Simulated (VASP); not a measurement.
Runs of VASP 6.6.1 on La3O. The structure is that of space group Pm-3n (No. 223), or close to it. The cells are those of the table. The cell was built from a structure type or drawn by symmetry, and may not be a known phase.

| task | cell | k mesh | cutoff (eV) | gap on the mesh (eV) | pressure (GPa) | relaxed volume (Å³/atom) |
| --- | --- | --- | --- | --- | --- | --- |
| single point | a = 5.946 Å, 8 atoms | 4 × 4 × 4 | 520 | none | 0.1 | - |
| single point | a = 5.516 Å, 8 atoms | 4 × 4 × 4 | 600 | none | 13.3 | - |
| single point | a = 6.004 Å, 8 atoms | 6 × 6 × 6 | 600 | none | 0.0 | - |
| relaxation of cell and atoms | relaxed from a = 5.516 Å, 8 atoms | 4 × 4 × 4 | 600 | none | 0.0 | (a) |
| relaxation of cell and atoms | relaxed from a = 5.946 Å, 8 atoms | 6 × 6 × 6 | 600 | none | 0.0 | 27.04 |

Alike in all rows: level PBE; potentials or basis VASP PAW PBE potentials, release 64 (La, O); no spin polarisation; smearing gaussian 0.1 eV.

Question: Fill in the values left out.

Answer: (a) 26.33.

Caveats: spin-orbit coupling is left out, which moves the levels of the heavy elements; the cell stands under pressure (at least some runs); the volume moved by over 15 % at a fixed basis, so the end points are rough (at least some runs).

A k mesh can miss the band edges, and the runs leave out spin-orbit coupling on La.

A gap of «none» marks levels without a gap at the run's occupations.
